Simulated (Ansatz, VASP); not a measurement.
**TiCo: VASP beside Ansatz**

```xyz
2
Lattice="3.0820 0.0000 0.0000 0.0000 3.0820 0.0000 0.0000 0.0000 3.0820" Properties=species:S:1:pos:R:3 pbc="T T T"
Ti    0.0000    0.0000    0.0000
Co    1.5410    1.5410    1.5410
```

Alike in both runs: task single point; functional PBE; k mesh 14 × 14 × 14; occupations gaussian, width 0.1 eV; collinear spin.

|  | VASP | Ansatz |
| --- | --- | --- |
| version | VASP 6.6.1 | Ansatz 0.2.0 |
| potentials or method | VASP PAW PBE potentials, release 64 (Ti_sv, Co), cutoff 520 eV | scalar-relativistic, plane waves, PAW |
| valence electrons in the cell | 21 | 29 |

|  | VASP | Ansatz | Ansatz less VASP |
| --- | --- | --- | --- |
| gap on the k mesh at the Fermi level (eV) | none | none | - |
| pressure (GPa) | -13.0 | -12.9 | +0.15 |
| net moment per atom (μB) | 0.46 | 0.46 | -0.001 |
| size of the moment on the site where the two differ most (μB) | 1.12 | 1.15 | +0.031 |

Site moments also hang on the region over which each program counts them. A gap of «none» marks a metal or a gap that the smearing closes. VASP's potentials hold 21 valence electrons a cell and Ansatz's 29, so a difference there can come from the potentials and not from the codes.
